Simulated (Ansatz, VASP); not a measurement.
## LuHfO: VASP beside Ansatz

```
CELL_PARAMETERS angstrom
4.86476 0.00000 0.00000
-2.43238 4.21301 0.00000
0.00000 0.00000 2.90238
ATOMIC_POSITIONS crystal
Lu 0.00000 0.00000 0.50000
Hf 0.33333 0.66667 0.50000
O 0.66667 0.33333 0.00000
```

Change from the starting cell: species swapped into the BaAlSn type (P-6m2, No. 187).

Alike in both runs: task relaxation of cell and atoms; functional PBE; k mesh 12 × 12 × 16; occupations gaussian, width 0.1 eV; no spin polarisation.

```csv
,VASP,Ansatz
version,VASP 6.6.1,Ansatz 0.2.0
potentials or method,"VASP PAW PBE potentials, release 64 (Lu, Hf_pv, O), cutoff 600 eV","scalar-relativistic, plane waves, PAW"
valence electrons in the cell,41,57
```

```csv
,VASP,Ansatz,Ansatz less VASP
"gap on the k mesh at the Fermi level, each at its own relaxed structure (eV)",none,none,-
relaxed volume (Å³/atom),19.77,19.87,+0.104
relaxed length of the cell vector where the two differ most in proportion (Å),4.859,4.869,+0.0099
```

A gap of «none» marks a metal or a gap that the smearing closes. VASP's potentials hold 41 valence electrons a cell and Ansatz's 57, so a difference there can come from the potentials and not from the codes.

Neither program's run includes spin-orbit coupling.
